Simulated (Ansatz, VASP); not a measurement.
## N: VASP beside Ansatz

```xyz
8
Lattice="5.7114 0.0000 0.0000 0.0000 5.7114 0.0000 0.0000 0.0000 5.7114" Properties=species:S:1:pos:R:3 pbc="T T T"
N     0.3155    0.3155    0.3155
N     2.5402    5.3958    3.1712
N     3.1712    2.5402    5.3958
N     5.3958    3.1712    2.5402
N     5.3958    5.3958    5.3958
N     3.1712    0.3155    2.5402
N     2.5402    3.1712    0.3155
N     0.3155    2.5402    3.1712
```

Alike in both runs: functional r2SCAN; k mesh 4 × 4 × 4; occupations gaussian, width 0.1 eV; no spin polarisation.

Ansatz relaxed the structure, and its values are those at the end. VASP's run is a single point on that final structure, the one shown.

```csv
,VASP,Ansatz
version,VASP 6.6.1,Ansatz 0.2.0
potentials or method,"VASP PAW PBE potentials, release 64 (N), cutoff 520 eV","scalar-relativistic, plane waves, PAW"
valence electrons in the cell,40,40
```

```tsv
	VASP	Ansatz	Ansatz less VASP
gap on the k mesh at the Fermi level (eV)	8.19	8.22	+0.034
least direct gap on the mesh (eV)	8.21	8.25	+0.035
pressure (GPa)	2.6	0.0	-2.53
rms of the force components (eV/Å)	1.328	0.010	-1.3180
```

VASP's potentials were made for PBE, not for r2SCAN. One of these differences is far larger than is usual between the two programs; its cause wasn't traced. With one functional, cell and mesh, what is left measures potentials, basis and numerics.

Noted on VASP's run: the standard files for N, O and F lose accuracy on very short bonds.
